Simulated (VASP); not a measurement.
# Sb (Fd-3m) in VASP: notebook

Sb is run at these levels: PBEsol; tasks: single point, relaxation of cell and atoms.

Program: VASP 6.6.1. These are calculated values, not measurements. Logs are shortened: lines on timing, memory, paths and dates and some standing lists are left out, and cuts for length are marked.

## (1) The cell of the first run

It takes space group Fd-3m (No. 227, cubic). Conventional cell: a = 6.865 Å, b = 6.865 Å, c = 6.865 Å, α = 90.00°, β = 90.00°, γ = 90.00°. Sb (site symmetry -43m) has 4 Sb at 2.97 Å within 3.9 Å.

## (2) Single point, PBEsol

Contents of INCAR:

```
SYSTEM = Sb
ALGO     = Normal         ! electronic algorithm
EDIFF    = 1E-6           ! SCF threshold, eV
ENCUT    = 520            ! plane-wave cutoff, eV
GGA      = PS             ! functional
ISIF     = 2              ! what is computed and relaxed
ISMEAR   = 1              ! smearing method
LASPH    = .True.         ! aspherical terms in the spheres
LCHARG   = .False.        ! write CHGCAR
LREAL    = .False.        ! projectors in reciprocal space
LWAVE    = .False.        ! write WAVECAR
NBANDS   = 12             ! bands
NELM     = 80             ! most SCF steps
PREC     = Accurate       ! precision mode
SIGMA    = 0.1            ! smearing width, eV
```

Contents of KPOINTS:

```
k-points
0
Gamma
  11 11 11
  0 0 0
```

Contents of POSCAR:

```
Sb
1.0
    0.0000000000      3.4326402140      3.4326402140
    3.4326402140      0.0000000000      3.4326402140
    3.4326402140      3.4326402140      0.0000000000
Sb
2
Direct
    1.0000000000      1.0000000000      1.0000000000
    0.2500000000      0.2500000000      0.2500000000
```

Potentials or basis: VASP PAW PBE potentials, release 64 (Sb).

Started as:

```sh
> cat potpaw_PBE.64/Sb/POTCAR > POTCAR
> mpirun -np 1 vasp_std > vasp.out
```

OUTCAR:

```text
SYSTEM = Sb
   EDIFF = 1E-6
   ENCUT = 520
   GGA = PS
   ISIF = 2
   ISMEAR = 1
   LASPH = .True.
   LREAL = .False.
   NELM = 80
   PREC = Accurate

 ion  position               nearest neighbor table
   1  0.000  0.000  0.000-   2 2.97   2 2.97   2 2.97   2 2.97
   2  0.250  0.250  0.250-   1 2.97   1 2.97   1 2.97   1 2.97

  LATTYP: Found a face centered cubic cell.
 ALAT       =     6.8652804280

  Lattice vectors:

 A1 = (   0.0000000000,   3.4326402140,   3.4326402140)
 A2 = (   3.4326402140,   0.0000000000,   3.4326402140)
 A3 = (   3.4326402140,   3.4326402140,   0.0000000000)

Analysis of symmetry for initial positions (statically):
=====================================================================
 Subroutine PRICEL returns:
 Original cell was already a primitive cell.

 Routine SETGRP: Setting up the symmetry group for a
 face centered cubic supercell.

 Subroutine GETGRP returns: Found 48 space group operations
 (whereof 24 operations were pure point group operations)
 out of a pool of 48 trial point group operations.

The static configuration has the point symmetry T_d .
 The point group associated with its full space group is O_h .

Analysis of symmetry for dynamics (positions and initial velocities):
=====================================================================
 Subroutine PRICEL returns:
 Original cell was already a primitive cell.

 Routine SETGRP: Setting up the symmetry group for a
 face centered cubic supercell.

 Subroutine GETGRP returns: Found 48 space group operations
 (whereof 24 operations were pure point group operations)
 out of a pool of 48 trial point group operations.

The dynamic configuration has the point symmetry T_d .
 The point group associated with its full space group is O_h .

 Subroutine INISYM returns: Found 48 space group operations
 (whereof 24 operations are pure point group operations),
 and found     1 'primitive' translations

----------------------------------------------------------------------------------------

                                     Primitive cell

  volume of cell :      80.8937

  direct lattice vectors                    reciprocal lattice vectors
     0.000000000  3.432640214  3.432640214    -0.145660474  0.145660474  0.145660474
     3.432640214  0.000000000  3.432640214     0.145660474 -0.145660474  0.145660474
     3.432640214  3.432640214  0.000000000     0.145660474  0.145660474 -0.145660474

  length of vectors
     4.854486345  4.854486345  4.854486345     0.252291341  0.252291341  0.252291341

  position of ions in fractional coordinates (direct lattice)
     0.000000000  0.000000000  0.000000000
     0.250000000  0.250000000  0.250000000

  ion indices of the primitive-cell ions
   primitive index   ion index
                 1           1
                 2           2

----------------------------------------------------------------------------------------

 KPOINTS: k-points

Automatic generation of k-mesh.
 Grid dimensions read from file:
 generate k-points for:   11   11   11

 Generating k-lattice:

  Cartesian coordinates                     Fractional coordinates (reciprocal lattice)
    -0.013241861  0.013241861  0.013241861     0.090909091  0.000000000  0.000000000
     0.013241861 -0.013241861  0.013241861     0.000000000  0.090909091  0.000000000
     0.013241861  0.013241861 -0.013241861     0.000000000  0.000000000  0.090909091

  Length of vectors
     0.022935576  0.022935576  0.022935576

  Shift w.r.t. Gamma in fractional coordinates (k-lattice)
     0.000000000  0.000000000  0.000000000

 Subroutine IBZKPT returns following result:
 ===========================================

 Found     56 irreducible k-points:

 Following reciprocal coordinates:
            Coordinates               Weight
  0.000000  0.000000  0.000000      1.000000
  0.090909  0.000000  0.000000      8.000000
  0.181818  0.000000  0.000000      8.000000
  0.272727  0.000000  0.000000      8.000000
  0.363636  0.000000  0.000000      8.000000
  0.454545  0.000000  0.000000      8.000000
[... 16 lines left out ...]
 -0.272727  0.181818  0.000000     24.000000
 -0.181818  0.181818  0.000000     12.000000
 [... further k-points ...]
   k-points           NKPTS =     56   k-points in BZ     NKDIM =     56   number of bands    NBANDS=     12
   number of dos      NEDOS =    301   number of ions     NIONS =      2
   total plane-waves  NPLWV =  46656
   dimension x,y,z NGX =    36 NGY =   36 NGZ =   36
   dimension x,y,z NGXF=    72 NGYF=   72 NGZF=   72
   ions per type =               2
   NGX,Y,Z   is equivalent  to a cutoff of  12.33, 12.33, 12.33 a.u.
   NGXF,Y,Z  is equivalent  to a cutoff of  24.66, 24.66, 24.66 a.u.
 SYSTEM =  Sb
   PREC   = accura    normal or accurate (medium, high low for compatibility)
   ISTART =      0    job   : 0-new  1-cont  2-samecut
   ICHARG =      2    charge: 1-file 2-atom 10-const
   ISPIN  =      1    spin polarized calculation?
   LNONCOLLINEAR =      F non collinear calculations
   LSORBIT =      F    spin-orbit coupling
   LASPH  =      T    aspherical Exc in radial PAW
   ENCUT  =  520.0 eV  38.22 Ry    6.18 a.u.   9.03  9.03  9.03*2*pi/ulx,y,z
   NELM   =     80;   NELMIN=  2; NELMDL= -5     # of ELM steps
   EDIFF  = 0.1E-05   stopping-criterion for ELM
   LREAL  =      F    real-space projection
   EDIFFG = 0.1E-04   stopping-criterion for IOM
   NSW    =      0    number of steps for IOM
   IBRION =     -1    ionic relax: 0-MD 1-quasi-New 2-CG
   NFREE  =      0    steps in history (QN), initial steepest desc. (CG)
   ISIF   =      2    stress and relaxation
   ISYM   =      2    0-nonsym 1-usesym 2-fastsym
   POTIM  = 0.5000    time-step for ionic-motion
   TEBEG  =    0.0;   TEEND  =   0.0 temperature during run
   PSTRESS=    0.0 pullay stress
   NELECT =      10.0000    total number of electrons
   NUPDOWN=      -1.0000    fix difference up-down
   EMIN   =  10.00;   EMAX   =-10.00  energy-range for DOS
   EFERMI =   0.00;   METHOD = LEGACY
   ISMEAR =     1;   SIGMA  =   0.10  broadening in eV -4-tet -1-fermi 0-gaus
   EFERMI_NEDOS =   21; number of points for ismear=-14 and -15
   IALGO  =     38    algorithm
   IMIX   =      4    mixing-type and parameters
     AMIX     =   0.40;   BMIX     =  1.00
     AMIX_MAG =   1.60;   BMIX_MAG =  1.00
  volume/ion in A,a.u.               =      40.45       272.95
  Fermi-wavevector in a.u.,A,eV,Ry     =   0.815524  1.541116  9.048946  0.665079
  Thomas-Fermi vector in A             =   1.925627
   LORBIT       =      0    0 simple, 1 ext, 2 COOP (PROOUT), +10 PAW based schemes
   GGA     = PS    functional components
   LHFCALC =     F    Hartree Fock is set to
   AEXX    =    0.0000 exact exchange contribution
   IVDW    =     0    specifies the selected vdW correction
   LEPSILON=     F    determine dielectric tensor
   LRPA    =     F    only Hartree local field effects (RPA)
 non-spin polarized calculation
 Methfessel and Paxton  Order N= 1 SIGMA  =   0.10
  energy-cutoff  :      520.00
  volume of cell :       80.89
 maximum number of plane-waves:      2193
   NGX = 17   NGY = 17   NGZ = 17

 number of electron      10.0000000 magnetization

 number of electron       9.9999999 magnetization

 Free energy of the ion-electron system (eV)
  ---------------------------------------------------
  ext. energy  EPLUGINS =         0.00000000
  ---------------------------------------------------
  free energy    TOTEN  =        -8.33104130 eV

  energy without entropy =       -8.33238431  energy(sigma->0) =       -8.33148897

 E-fermi :   4.0987     XC(G=0):  -8.2482

 val. band max:        4.0629466864   @ k =   0.3636   0.2727   0.0000
 cond. band min:       4.1147419646   @ k =   0.1818   0.1818   0.0000
 fundamental gap:      0.0517952782
 Fermi energy:         4.0986872972

 k-point     1 :       0.0000    0.0000    0.0000
  band No.  band energies     occupation
      1      -7.5492      2.00000
      2      -0.9539      2.00000
      3       2.3699      2.00000
      4       2.3699      2.00000
      5       2.3699      2.00000
      6       4.7031     -0.00000
      7       4.7031     -0.00000
      8       4.7031     -0.00000
      9       8.0124      0.00000
     10      10.5817      0.00000
     11      10.5817      0.00000
     12      11.6883      0.00000

 k-point     2 :       0.0909    0.0000    0.0000
  band No.  band energies     occupation
      1      -7.4891      2.00000
      2      -1.2399      2.00000
      3       2.2730      2.00000
      4       2.2730      2.00000
      5       2.4034      2.00000
      6       4.8425     -0.00000
      7       4.8425     -0.00000
      8       4.8570     -0.00000
      9       8.3213      0.00000
     10      10.2640      0.00000
     11      10.2640      0.00000
     12      11.4301      0.00000

 k-point     3 :       0.1818    0.0000    0.0000
  band No.  band energies     occupation
      1      -7.3136      2.00000
      2      -1.9123      2.00000
      3       2.0558      2.00000
      4       2.0558      2.00000
      5       2.3553      2.00000
      6       5.1603     -0.00000
      7       5.1603     -0.00000
      8       5.4058     -0.00000
      9       9.0087      0.00000
     10       9.9374      0.00000
     11       9.9374      0.00000
     12      11.1194      0.00000
[... 286 lines left out ...]
 k-point    23 :      -0.2727    0.1818    0.0000
  band No.  band energies     occupation
      1      -6.6241      2.00000
      2      -3.4989      2.00000
      3       0.5639      2.00000
      4       1.6431      2.00000
      5       3.2238      2.00000
      6       5.8027     -0.00000
      7       5.8624     -0.00000
      8       6.7341      0.00000
      9       9.4835      0.00000
     10      10.0538      0.00000
     11      10.9355      0.00000
     12      12.1865      0.00000

 k-point    24 :      -0.1818    0.1818    0.0000
  band No.  band energies     occupation
      1      -6.9400      2.00000
      2      -2.8783      2.00000
      3       0.9131      2.00000
      4       1.8864      2.00000
      5       3.0786      2.00000
      6       5.4428     -0.00000
      7       5.4673     -0.00000
      8       6.3977      0.00000
      9       9.3263      0.00000
     10      10.0290      0.00000
     11      10.2762      0.00000
     12      12.3655      0.00000

 [... further k-points ...]

------------------------ aborting loop because EDIFF is reached ----------------------------------------

  FORCE on cell =-STRESS in cart. coord.  units (eV):
  Direction    XX          YY          ZZ          XY          YZ          ZX
  --------------------------------------------------------------------------------------
  -------------------------------------------------------------------------------------
  Total        0.0474930      0.0474930      0.0474930      0.0000000     -0.0000000     -0.0000000
  in kB        0.9406444      0.9406444      0.9406444      0.0000000     -0.0000000     -0.0000000
  external PRESSURE =       0.9406444 kB  Pullay stress =       0.0000000 kB

 VOLUME and BASIS-vectors are now :
 -----------------------------------------------------------------------------
  energy-cutoff  :      520.00
  volume of cell :       80.89
      direct lattice vectors                 reciprocal lattice vectors
     0.000000000  3.432640214  3.432640214    -0.145660474  0.145660474  0.145660474
     3.432640214  0.000000000  3.432640214     0.145660474 -0.145660474  0.145660474
     3.432640214  3.432640214  0.000000000     0.145660474  0.145660474 -0.145660474

 POSITION                                       TOTAL-FORCE (eV/Angst)
 -----------------------------------------------------------------------------------
      0.00000      0.00000      0.00000         0.000000      0.000000      0.000000
      1.71632      1.71632      1.71632        -0.000000     -0.000000     -0.000000
 -----------------------------------------------------------------------------------
    total drift:                                0.000000      0.000000     -0.000000

  FREE ENERGIE OF THE ION-ELECTRON SYSTEM (eV)
  ---------------------------------------------------
  free  energy   TOTEN  =        -8.3310413026 eV

  energy  without entropy=       -8.3323843087  energy(sigma->0) =       -8.33148897
```

It took 45 s on 1 thread of Intel Xeon Platinum 8375C at 2.90GHz (Ice Lake), shared host; peak memory 0.22 GiB.

What came out:

```yaml
Free_energy: -8.3310 eV
Pressure: 0.1 GPa
Band_gap_on_the_k_mesh: zero (band 5 reaches 4.63 eV, above the bottom of band 6 at 3.75 eV)
```

Levels at points of the mesh, in eV from the Fermi level:
```csv
k point,band 1,band 2,band 3,band 4,band 5,band 6,band 7,band 8,band 9,band 10
"(0.00, 0.00, 0.00)",-11.65,-5.05,-1.73,-1.73,-1.73,0.60,0.60,0.60,3.91,6.48
```

Caveat: the PAW data sets were made with another functional, which shifts forces and pressure a little; spin-orbit coupling is left out, which moves the levels of the heavy elements.

## (3) Single point, PBEsol

This run uses another cell than the first one, of 40.85 Å³/atom, 1.010 times its volume.

Contents of INCAR:

```
SYSTEM = Sb
ALGO = Normal ; EDIFF = 1E-6
ENCUT = 520 ; GGA = PS
ISIF = 2 ; ISMEAR = 1
LASPH = .TRUE. ; LCHARG = .TRUE.
LELF = .TRUE. ; LREAL = .FALSE.
LVHAR = .TRUE. ; LWAVE = .FALSE.
NBANDS = 12 ; NELM = 60
PREC = Accurate ; SIGMA = 0.1
```

Contents of KPOINTS:

```
k-points
0
G
  11 11 11
  0 0 0
```

Contents of POSCAR:

```
Sb
1.0
    0.0000000000      3.4440444181      3.4440444181
    3.4440444181      0.0000000000      3.4440444181
    3.4440444181      3.4440444181      0.0000000000
Sb
2
Direct
    1.0000000000      1.0000000000      1.0000000000
    0.2500000000      0.2500000000      0.2500000000
```

Potentials or basis: VASP PAW PBE potentials, release 64 (Sb).

Started as:

```sh
> cat potpaw_PBE.64/Sb/POTCAR > POTCAR
> mpirun -np 1 vasp_std > vasp.out
```

It took 44 s on 1 thread of Intel Xeon Platinum 8375C at 2.90GHz (Ice Lake), shared host; peak memory 0.22 GiB.

The run converged. Its results:

| Item | Value |
| --- | --- |
| Free energy | -8.3306 eV |
| Pressure | -0.3 GPa |
| Band gap on the k mesh | zero (band 5 reaches 4.53 eV, above the bottom of band 6 at 3.67 eV) |

Levels at points of the mesh, in eV from the Fermi level:
| k point | band 3 | band 4 | band 5 | band 6 | band 7 | band 8 |
| --- | --- | --- | --- | --- | --- | --- |
| (0.00, 0.00, 0.00) | -1.71 | -1.71 | -1.71 | 0.61 | 0.61 | 0.61 |

Caveat: the PAW data sets were made with another functional, which shifts forces and pressure a little; spin-orbit coupling is left out, which moves the levels of the heavy elements.

## (4) Relaxation of cell and atoms, PBEsol

Contents of INCAR:

```
PREC = Accurate
ENCUT = 600
EDIFF = 1E-6
ISMEAR = 1
SIGMA = 0.1
LREAL = False
LASPH = True
NELM = 100
ALGO = Normal
ISIF = 3
LWAVE = False
LCHARG = False
GGA = PS
IBRION = 2
NSW = 80
EDIFFG = -0.03
```

Contents of KPOINTS:

```
Automatic mesh
0
Gamma
  11 11 11
```

Contents of POSCAR:

```
Sb
1.0
    0.0000000000      3.4326402140      3.4326402140
    3.4326402140      0.0000000000      3.4326402140
    3.4326402140      3.4326402140      0.0000000000
Sb
2
Direct
    1.0000000000      1.0000000000      1.0000000000
    0.2500000000      0.2500000000      0.2500000000
```

Started as:

```sh
> cat potpaw_PBE.64/Sb/POTCAR > POTCAR
> mpirun -np 1 vasp_std > vasp.out
```

Run time: 45 s. Hardware: 1 thread of Intel Xeon Platinum 8375C at 2.90GHz (Ice Lake), shared host; peak memory 0.25 GiB.

Results (log left out):

* Free energy: -8.3311 eV
* Pressure after relaxing: 0.1 GPa
* Band gap on the k mesh: zero (band 5 reaches 4.63 eV, above the bottom of band 6 at 3.75 eV)

Final structure:
```yaml
crystal:
  lattice:
    - [0.00000, 3.43264, 3.43264]
    - [3.43264, 0.00000, 3.43264]
    - [3.43264, 3.43264, 0.00000]
  atoms:
    - { symbol: Sb, position: [0.00000, 0.00000, 0.00000] }
    - { symbol: Sb, position: [0.25000, 0.25000, 0.25000] }
```

Levels at points of the mesh, in eV from the Fermi level:
| k point | band 2 | band 3 | band 4 | band 5 | band 6 | band 7 | band 8 | band 9 |
| --- | --- | --- | --- | --- | --- | --- | --- | --- |
| (0.00, 0.00, 0.00) | -5.05 | -1.73 | -1.73 | -1.73 | 0.60 | 0.60 | 0.60 | 3.91 |

Caveat: the relaxation stopped at its first step, so nothing moved; the PAW data sets were made with another functional, which shifts forces and pressure a little; spin-orbit coupling is left out, which moves the levels of the heavy elements.

## (5) The runs side by side

```csv
task,cell,cutoff (eV),gap on the mesh (eV),pressure (GPa)
single point,"a = 4.854 Å, angles 60.0°, 2 atoms",520,none,0.1
single point,"a = 4.871 Å, angles 60.0°, 2 atoms",520,none,-0.3
relaxation of cell and atoms,"relaxed from a = 4.854 Å, angles 60.0°, 2 atoms",600,none,0.1
```

Alike in all rows: level PBEsol; potentials or basis VASP PAW PBE potentials, release 64 (Sb); no spin polarisation; k mesh 11 × 11 × 11; smearing methfessel-paxton 0.1 eV.

Caveats: the PAW data sets were made with another functional, which shifts forces and pressure a little; spin-orbit coupling is left out, which moves the levels of the heavy elements; the relaxation stopped at its first step, so nothing moved (some runs).

Total energies depend on the potentials used, so only differences within one code and one set of settings carry meaning.
